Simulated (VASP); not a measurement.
Set up this calculation in VASP 6.6.1, as the native input.

| Item | Value |
| --- | --- |
| Task | single point |
| Functional | PBE |
| Potentials or basis | VASP PAW PBE potentials, release 64 (Ti_sv, W_sv) |
| Cutoff | 520 eV |
| k mesh | 6 × 6 × 2 |
| Occupations | gaussian, width 0.1 eV |
| Spin | collinear spin, ferromagnetic start |
| Starting moments | [1.0, 0.0, 0.0, 0.0] μB |
| Dipole correction | no |
| Further INCAR settings | ALGO = Normal; EDIFF = 1e-06; NBANDS = 39 |

The structure of TiW3 lies in POSCAR:

```
TiW3
1.0
    2.7271451800      0.0000000000      0.0000000000
   -1.3635725900      2.3617770100      0.0000000000
    0.0000000000      0.0000000000     10.2858698000
Ti W
1 3
Direct
    0.6666666700      0.3333333300      0.0000000000
    0.3333333300      0.6666666700      0.7500000000
    0.3333333300      0.6666666700      0.2500000000
    0.6666666700      0.3333333300      0.5000000000
```

These files were run (other wordings do the same):

INCAR

```
SYSTEM = TiW3
PREC = Accurate ; ENCUT = 520
EDIFF = 1E-6 ; ISMEAR = 0
SIGMA = 0.1 ; LREAL = .FALSE.
LASPH = .TRUE. ; NELM = 150
ALGO = Normal ; ISIF = 2
LWAVE = .FALSE. ; LCHARG = .FALSE.
ISPIN = 2 ; MAGMOM = 1 0 0 0
LORBIT = 11 ; LMAXMIX = 4
GGA = PE ; NBANDS = 39
```

KPOINTS

```
regular mesh
0
G
  6 6 2
  0 0 0
```

Potentials or basis: VASP PAW PBE potentials, release 64 (Ti_sv, W_sv).

Command:

```bash
$ cat potpaw_PBE.64/Ti_sv/POTCAR potpaw_PBE.64/W_sv/POTCAR > POTCAR
$ mpirun -np 1 vasp_std > vasp.out
```

It gave:

```yaml
Pressure: 3.3 GPa
Largest_force: 0.383 eV/Å
Net_moment: 0.22 μB per cell
Site_moments: Ti +0.15; W +0.01, +0.00 μB
Valence_electrons_inside_the_program's_atomic_spheres: Ti 10.35; W 12.05
```

Caveat: the k points lie up to 0.44 Å⁻¹ apart.

It took 110 s on 1 thread of Intel Xeon 6975P-C, on a shared host, peak memory 0.23 GiB.
